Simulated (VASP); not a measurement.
# Si2Mo (Fmm2) in VASP: a series of runs

Si2Mo is run at these levels: PBE; tasks: single point.

Program: VASP 6.6.1. These are calculated values, not measurements. Logs are shortened: lines on timing, memory, paths and dates and some standing lists are left out, and cuts for length are marked.

## (1) The cell of the first run

Symmetry: Fmm2, No. 42, orthorhombic system. The conventional cell has a = 4.549 Å, b = 7.873 Å, c = 4.549 Å, α = 90.00°, β = 90.00°, γ = 90.00°. Si (site symmetry m) has 5 Mo at 2.52 to 2.72 Å and 9 Si at 2.60 to 3.22 Å within 3.3 Å. Mo (site symmetry mm2) has 10 Si at 2.52 to 2.72 Å and 4 Mo at 3.22 Å within 3.3 Å.

## (2) Single point, PBE (atoms displaced along a vibrational mode)

The input, INCAR:

```
ALGO = Fast
EDIFF = 1E-6
ENCUT = 520
GGA = PE
ISIF = 2
ISMEAR = 0
LASPH = T
LCHARG = F
LREAL = F
LWAVE = F
NBANDS = 18
NELM = 80
PREC = Accurate
SIGMA = 0.15
```

The input, KPOINTS:

```
k-points
0
Gamma
  20 20 20
```

The input, POSCAR:

```
Si2Mo
1.0
   -1.6084236970      1.6084236970      3.9365099589
    1.6084236970     -1.6084236970      3.9365099589
    1.6084236970      1.6084236970     -3.9365099589
Si Mo
2 1
Direct
    0.3515851540      0.3515851540      0.0329720388
    0.6813868848      0.6813868848      0.0329720388
   -0.0096510652     -0.0096510652     -0.0193021305
```

Potentials or basis: VASP PAW PBE potentials, release 64 (Si, Mo_sv).

The run is started by

```bash
$ cat potpaw_PBE.64/Si/POTCAR potpaw_PBE.64/Mo_sv/POTCAR > POTCAR
$ mpirun -np 1 vasp_std > vasp.out
```

OUTCAR:

```text
EDIFF = 1E-6
   ENCUT = 520
   GGA = PE
   ISIF = 2
   ISMEAR = 0
   LASPH = T
   LREAL = F
   NELM = 80
   PREC = Accurate

 ion  position               nearest neighbor table
   1  0.352  0.352  0.033-   3 2.52   2 2.60   3 2.62   3 2.62   2 2.64   2 2.64   2 2.64   2 2.64
                             3 2.64   3 2.72
   2  0.681  0.681  0.033-   3 2.52   1 2.60   3 2.62   3 2.62   1 2.64   1 2.64   1 2.64   1 2.64
                             3 2.64   3 2.72
   3  0.990  0.990  0.981-   2 2.52   1 2.52   2 2.62   2 2.62   1 2.62   1 2.62   1 2.64   2 2.64
                             2 2.72   1 2.72

  LATTYP: Found a body centered tetragonal cell.
 ALAT       =     3.2168473940
 C/A-ratio  =     2.4474334507

  Lattice vectors:

 A1 = (  -1.6084236970,   1.6084236970,   3.9365099589)
 A2 = (   1.6084236970,  -1.6084236970,   3.9365099589)
 A3 = (   1.6084236970,   1.6084236970,  -3.9365099589)

Analysis of symmetry for initial positions (statically):
=====================================================================
 Subroutine PRICEL returns:
 Original cell was already a primitive cell.

 Routine SETGRP: Setting up the symmetry group for a
 body centered tetragonal supercell.

 Subroutine GETGRP returns: Found  4 space group operations
 (whereof  4 operations were pure point group operations)
 out of a pool of 16 trial point group operations.

The static configuration has the point symmetry C_2v.

Analysis of symmetry for dynamics (positions and initial velocities):
=====================================================================
 Subroutine PRICEL returns:
 Original cell was already a primitive cell.

 Routine SETGRP: Setting up the symmetry group for a
 body centered tetragonal supercell.

 Subroutine GETGRP returns: Found  4 space group operations
 (whereof  4 operations were pure point group operations)
 out of a pool of 16 trial point group operations.

The dynamic configuration has the point symmetry C_2v.

 Subroutine INISYM returns: Found  4 space group operations
 (whereof  4 operations are pure point group operations),
 and found     1 'primitive' translations

----------------------------------------------------------------------------------------

                                     Primitive cell

  volume of cell :      40.7354

  direct lattice vectors                    reciprocal lattice vectors
    -1.608423697  1.608423697  3.936509959     0.000000000  0.310863363  0.127016064
     1.608423697 -1.608423697  3.936509959     0.310863363  0.000000000  0.127016064
     1.608423697  1.608423697 -3.936509959     0.310863363  0.310863363  0.000000000

  length of vectors
     4.546445231  4.546445231  4.546445231     0.335811124  0.335811124  0.439627184

  position of ions in fractional coordinates (direct lattice)
     0.351585154  0.351585154  0.032972039
     0.681386885  0.681386885  0.032972039
     0.990348935  0.990348935  0.980697869

  ion indices of the primitive-cell ions
   primitive index   ion index
                 1           1
                 2           2
                 3           3

----------------------------------------------------------------------------------------

 KPOINTS: k-points

Automatic generation of k-mesh.
 Grid dimensions read from file:
 generate k-points for:   20   20   20

 Generating k-lattice:

  Cartesian coordinates                     Fractional coordinates (reciprocal lattice)
     0.000000000  0.015543168  0.006350803     0.050000000  0.000000000 -0.000000000
     0.015543168  0.000000000  0.006350803     0.000000000  0.050000000 -0.000000000
     0.015543168  0.015543168  0.000000000     0.000000000  0.000000000  0.050000000

  Length of vectors
     0.016790556  0.016790556  0.021981359

  Shift w.r.t. Gamma in fractional coordinates (k-lattice)
     0.000000000  0.000000000  0.000000000

 Subroutine IBZKPT returns following result:
 ===========================================

 Found   1166 irreducible k-points:

 Following reciprocal coordinates:
            Coordinates               Weight
  0.000000  0.000000  0.000000      1.000000
  0.050000 -0.000000  0.000000      8.000000
  0.100000 -0.000000  0.000000      8.000000
  0.150000 -0.000000  0.000000      8.000000
  0.200000 -0.000000  0.000000      8.000000
  0.250000  0.000000  0.000000      8.000000
[... 16 lines left out ...]
 -0.000000  0.350000 -0.050000      8.000000
  0.350000  0.050000  0.000000      8.000000
 [... further k-points ...]
   k-points           NKPTS =   1166   k-points in BZ     NKDIM =   1166   number of bands    NBANDS=     18
   number of dos      NEDOS =    301   number of ions     NIONS =      3
   total plane-waves  NPLWV =  46656
   dimension x,y,z NGX =    36 NGY =   36 NGZ =   36
   dimension x,y,z NGXF=    72 NGYF=   72 NGZF=   72
   ions per type =               2   1
   NGX,Y,Z   is equivalent  to a cutoff of  13.16, 13.16, 13.16 a.u.
   NGXF,Y,Z  is equivalent  to a cutoff of  26.33, 26.33, 26.33 a.u.
 SYSTEM =  unknown system
   PREC   = accura    normal or accurate (medium, high low for compatibility)
   ISTART =      0    job   : 0-new  1-cont  2-samecut
   ICHARG =      2    charge: 1-file 2-atom 10-const
   ISPIN  =      1    spin polarized calculation?
   LNONCOLLINEAR =      F non collinear calculations
   LSORBIT =      F    spin-orbit coupling
   LASPH  =      T    aspherical Exc in radial PAW
   ENCUT  =  520.0 eV  38.22 Ry    6.18 a.u.   8.45  8.45  8.45*2*pi/ulx,y,z
   NELM   =     80;   NELMIN=  2; NELMDL= -5     # of ELM steps
   EDIFF  = 0.1E-05   stopping-criterion for ELM
   LREAL  =      F    real-space projection
   EDIFFG = 0.1E-04   stopping-criterion for IOM
   NSW    =      0    number of steps for IOM
   IBRION =     -1    ionic relax: 0-MD 1-quasi-New 2-CG
   NFREE  =      0    steps in history (QN), initial steepest desc. (CG)
   ISIF   =      2    stress and relaxation
   ISYM   =      2    0-nonsym 1-usesym 2-fastsym
   POTIM  = 0.5000    time-step for ionic-motion
   TEBEG  =    0.0;   TEEND  =   0.0 temperature during run
   PSTRESS=    0.0 pullay stress
   NELECT =      22.0000    total number of electrons
   NUPDOWN=      -1.0000    fix difference up-down
   EMIN   =  10.00;   EMAX   =-10.00  energy-range for DOS
   EFERMI =   0.00;   METHOD = LEGACY
   ISMEAR =     0;   SIGMA  =   0.15  broadening in eV -4-tet -1-fermi 0-gaus
   EFERMI_NEDOS =   21; number of points for ismear=-14 and -15
   IALGO  =     68    algorithm
   IMIX   =      4    mixing-type and parameters
     AMIX     =   0.40;   BMIX     =  1.00
     AMIX_MAG =   1.60;   BMIX_MAG =  1.00
  volume/ion in A,a.u.               =      13.58        91.63
  Fermi-wavevector in a.u.,A,eV,Ry     =   1.333189  2.519361 24.182889  1.777392
  Thomas-Fermi vector in A             =   2.462066
   LORBIT       =      0    0 simple, 1 ext, 2 COOP (PROOUT), +10 PAW based schemes
   GGA     = PE    functional components
   LHFCALC =     F    Hartree Fock is set to
   AEXX    =    0.0000 exact exchange contribution
   IVDW    =     0    specifies the selected vdW correction
   LEPSILON=     F    determine dielectric tensor
   LRPA    =     F    only Hartree local field effects (RPA)
 non-spin polarized calculation
 RMM-DIIS sequential band-by-band and
 Gauss-broadening in eV      SIGMA  =   0.15
  energy-cutoff  :      520.00
  volume of cell :       40.74
 maximum number of plane-waves:      1134
 NGX is ok and might be reduce to    36
   NGX = 17   NGY = 17   NGZ = 17

 number of electron      21.9999999 magnetization

 Free energy of the ion-electron system (eV)
  ---------------------------------------------------
  ext. energy  EPLUGINS =         0.00000000
  ---------------------------------------------------
  free energy    TOTEN  =       -23.19589360 eV

  energy without entropy =      -23.19321848  energy(sigma->0) =      -23.19455604

 E-fermi :  12.0576     XC(G=0): -12.3657

 val. band max:       12.0573517938   @ k =  -0.4000   0.5000   0.3500
 cond. band min:      12.0678285250   @ k =  -0.4500  -0.4500   0.3000
 fundamental gap:      0.0104767312
 Fermi energy:        12.0576374888

 k-point     1 :       0.0000    0.0000    0.0000
  band No.  band energies     occupation
      1     -48.6523      2.00000
      2     -22.8009      2.00000
      3     -22.7321      2.00000
      4     -22.7255      2.00000
      5      -1.2492      2.00000
      6       5.7689      2.00000
[... 10 lines left out ...]
     17      17.2046      0.00000
     18      17.2584      0.00000

 k-point     2 :       0.0500   -0.0000    0.0000
  band No.  band energies     occupation
      1     -48.6519      2.00000
      2     -22.8005      2.00000
      3     -22.7363      2.00000
      4     -22.7268      2.00000
      5      -1.2041      2.00000
      6       5.7706      2.00000
[... 10 lines left out ...]
     17      17.2598      0.00000
     18      17.5237      0.00000

 k-point     3 :       0.1000   -0.0000    0.0000
  band No.  band energies     occupation
      1     -48.6507      2.00000
      2     -22.7992      2.00000
      3     -22.7529      2.00000
      4     -22.7262      2.00000
      5      -1.0698      2.00000
      6       5.7688      2.00000
[... 10 lines left out ...]
     17      17.4039      0.00000
     18      18.1883      0.00000

 k-point     4 :       0.1500   -0.0000    0.0000
  band No.  band energies     occupation
      1     -48.6488      2.00000
      2     -22.7972      2.00000
      3     -22.7798      2.00000
      4     -22.7239      2.00000
      5      -0.8487      2.00000
      6       5.7382      2.00000
[... 10 lines left out ...]
     17      17.7707      0.00000
     18      19.0461      0.00000

 k-point     5 :       0.2000   -0.0000    0.0000
  band No.  band energies     occupation
      1     -48.6463      2.00000
      2     -22.8141      2.00000
      3     -22.7944      2.00000
      4     -22.7207      2.00000
      5      -0.5448      2.00000
      6       5.6272      2.00000
[... 10 lines left out ...]
     17      18.3289      0.00000
     18      20.0190      0.00000

 k-point     6 :       0.2500    0.0000    0.0000
  band No.  band energies     occupation
      1     -48.6437      2.00000
      2     -22.8516      2.00000
      3     -22.7915      2.00000
      4     -22.7172      2.00000
      5      -0.1639      2.00000
      6       5.3718      2.00000
[... 10 lines left out ...]
     17      18.8714      0.00000
     18      20.9750      0.00000

 k-point     7 :       0.3000   -0.0000    0.0000
  band No.  band energies     occupation
      1     -48.6410      2.00000
      2     -22.8890      2.00000
      3     -22.7887      2.00000
      4     -22.7137      2.00000
      5       0.2873      2.00000
      6       4.9606      2.00000
[... 10 lines left out ...]
     17      19.0952      0.00000
     18      21.0633      0.00000

 k-point     8 :       0.3500   -0.0000    0.0000
  band No.  band energies     occupation
      1     -48.6386      2.00000
      2     -22.9225      2.00000
      3     -22.7860      2.00000
      4     -22.7105      2.00000
      5       0.8002      2.00000
      6       4.4398      2.00000
[... 10 lines left out ...]
     17      18.9560      0.00000
     18      20.9323      0.00000
[... 229 lines left out ...]
     17      18.3646      0.00000
     18      20.0264      0.00000

 k-point    20 :       0.2500    0.0500    0.0000
  band No.  band energies     occupation
      1     -48.6432      2.00000
      2     -22.8511      2.00000
      3     -22.7918      2.00000
      4     -22.7231      2.00000
      5      -0.0653      2.00000
      6       5.1994      2.00000
[... 10 lines left out ...]
     17      18.7114      0.00000
     18      20.8442      0.00000

 k-point    21 :      -0.0000    0.3000   -0.0500
  band No.  band energies     occupation
      1     -48.6432      2.00000
      2     -22.8510      2.00000
      3     -22.7918      2.00000
      4     -22.7232      2.00000
      5      -0.0657      2.00000
      6       5.1988      2.00000
[... 10 lines left out ...]
     17      18.7206      0.00000
     18      20.8381      0.00000

 k-point    22 :       0.3000    0.0500    0.0000
  band No.  band energies     occupation
      1     -48.6406      2.00000
      2     -22.8883      2.00000
      3     -22.7889      2.00000
      4     -22.7195      2.00000
      5       0.3912      2.00000
      6       4.8421      2.00000
[... 10 lines left out ...]
     17      18.9203      0.00000
     18      20.8792      0.00000

 k-point    23 :      -0.0000    0.3500   -0.0500
  band No.  band energies     occupation
      1     -48.6406      2.00000
      2     -22.8882      2.00000
      3     -22.7889      2.00000
      4     -22.7196      2.00000
      5       0.3908      2.00000
      6       4.8414      2.00000
[... 10 lines left out ...]
     17      18.9203      0.00000
     18      20.8998      0.00000

 k-point    24 :       0.3500    0.0500    0.0000
  band No.  band energies     occupation
      1     -48.6382      2.00000
      2     -22.9217      2.00000
      3     -22.7861      2.00000
      4     -22.7163      2.00000
      5       0.9067      2.00000
      6       4.3643      2.00000
[... 10 lines left out ...]
     17      18.9117      0.00000
     18      20.9064      0.00000

 [... further k-points ...]

------------------------ aborting loop because EDIFF is reached ----------------------------------------

  FORCE on cell =-STRESS in cart. coord.  units (eV):
  Direction    XX          YY          ZZ          XY          YZ          ZX
  --------------------------------------------------------------------------------------
  -------------------------------------------------------------------------------------
  Total        0.3240979      0.3240979      0.2190171      0.3227595      0.0000000      0.0000000
  in kB       12.7471937     12.7471937      8.6142256     12.6945528      0.0000000      0.0000000
  external PRESSURE =      11.3695377 kB  Pullay stress =       0.0000000 kB

 VOLUME and BASIS-vectors are now :
 -----------------------------------------------------------------------------
  energy-cutoff  :      520.00
  volume of cell :       40.74
      direct lattice vectors                 reciprocal lattice vectors
    -1.608423697  1.608423697  3.936509959     0.000000000  0.310863363  0.127016064
     1.608423697 -1.608423697  3.936509959     0.310863363  0.000000000  0.127016064
     1.608423697  1.608423697 -3.936509959     0.310863363  0.310863363  0.000000000

 POSITION                                       TOTAL-FORCE (eV/Angst)
 -----------------------------------------------------------------------------------
      0.05303      0.05303      2.63824        -0.406774     -0.406774     -0.081946
      0.05303      0.05303      5.23478        -0.406774     -0.406774      0.081946
      1.57738      1.57738      3.93651         0.813549      0.813549     -0.000000
 -----------------------------------------------------------------------------------
    total drift:                                0.000175      0.000175     -0.000001

  FREE ENERGIE OF THE ION-ELECTRON SYSTEM (eV)
  ---------------------------------------------------
  free  energy   TOTEN  =       -23.1958935983 eV

  energy  without entropy=      -23.1932184801  energy(sigma->0) =      -23.19455604
```

Wall time 31 min (1 thread of Oxide Virtual Turin-like, shared host); peak memory 0.84 GiB.

Results:

| Quantity | Value |
| --- | --- |
| Free energy | -23.1959 eV |
| Pressure | 1.1 GPa |
| Largest force | 1.151 eV/Å |
| Band gap on the k mesh | zero (bands 11 and 12 overlap by 0.77 eV) |

Forces on the atoms (eV/Å):
```
Si  -0.407 -0.407 -0.082
Si  -0.407 -0.407  0.082
Mo   0.814  0.814  0.000
```

Stress tensor (GPa, compression positive):
```
1.27 1.27 0.00
1.27 1.27 0.00
0.00 0.00 0.86
```

Caveat: the cell differs from its parent crystal (atoms displaced along a vibrational mode); forces of over 1 eV/Å act on the atoms, so gaps and moduli don't describe the material at rest.

(Part 1 of 2 ends here.)

The gap in the log of VASP goes by the Fermi energy; the results here count the filled bands.